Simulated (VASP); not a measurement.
Set up this calculation in VASP 6.6.1, as the native input.

```yaml
Task: relaxation of cell and atoms
Functional: PBE
Dispersion: D3(BJ)
Potentials_or_basis: VASP PAW PBE potentials, release 64 (Sr_sv, Cl)
Cutoff: 600 eV
k_mesh: 6 × 6 × 6
Occupations: gaussian, width 0.02 eV
Spin: no spin polarisation
Dipole_correction: no
Further_INCAR_settings: ALGO = Normal; EDIFF = 1e-06; IBRION = 2; EDIFFG = -0.005; NSW = 100; ISIF = 3
```

The structure of SrCl2 lies in POSCAR:

```
SrCl2
1.0
    0.0000000000      3.4855000000      3.4855000000
    3.4855000000      0.0000000000      3.4855000000
    3.4855000000      3.4855000000      0.0000000000
Sr Cl
1 2
Direct
    0.0000000000      0.0000000000      0.0000000000
    0.2500000000      0.2500000000      0.2500000000
    0.7500000000      0.7500000000      0.7500000000
```

These files were run (other wordings do the same):

INCAR

```
PREC     = Accurate       # precision mode
ENCUT    = 600            # plane-wave cutoff, eV
EDIFF    = 1E-6           # SCF threshold, eV
ISMEAR   = 0              # smearing method
SIGMA    = 0.02           # smearing width, eV
LREAL    = False          # projectors in reciprocal space
LASPH    = True           # aspherical terms in the spheres
NELM     = 80             # most SCF steps
ALGO     = Normal         # electronic algorithm
ISIF     = 3              # what is computed and relaxed
LWAVE    = False          # write WAVECAR
LCHARG   = False          # write CHGCAR
GGA      = PE             # functional
IVDW     = 12             # dispersion correction
IBRION   = 2              # ionic algorithm
NSW      = 100            # ionic steps
EDIFFG   = -0.005         # ionic threshold
```

KPOINTS

```
regular mesh
0
Gamma
  6 6 6
```

Potentials or basis: VASP PAW PBE potentials, release 64 (Sr_sv, Cl).

Launch:

```console
$ cat potpaw_PBE.64/Sr_sv/POTCAR potpaw_PBE.64/Cl/POTCAR > POTCAR
$ mpirun -np 1 vasp_std > vasp.out
```

Results of the run:

```
Relaxed volume                         : 28.16 Å³/atom
Relaxed cell                           : a = 4.925 Å, b = 4.925 Å, c = 4.925 Å, α = 60.00°, β = 60.00°, γ = 60.00°
Space group after relaxing (to 0.05 Å) : Fm-3m (No. 225)
Energy gained by relaxing              : 0.0 meV/atom
Ionic steps                            : 2
Pressure after relaxing                : 0.0 GPa
Band gap on the k mesh                 : 5.36 eV, indirect (least direct gap 5.50 eV)
Dispersion energy per atom             : -0.223 eV
```

Run time: 38 s on 1 thread of Intel(R) Xeon(R) Platinum 8124M CPU @ 3.00GHz (Skylake/Cascade Lake), with other jobs on the host, peak memory 0.25 GiB.
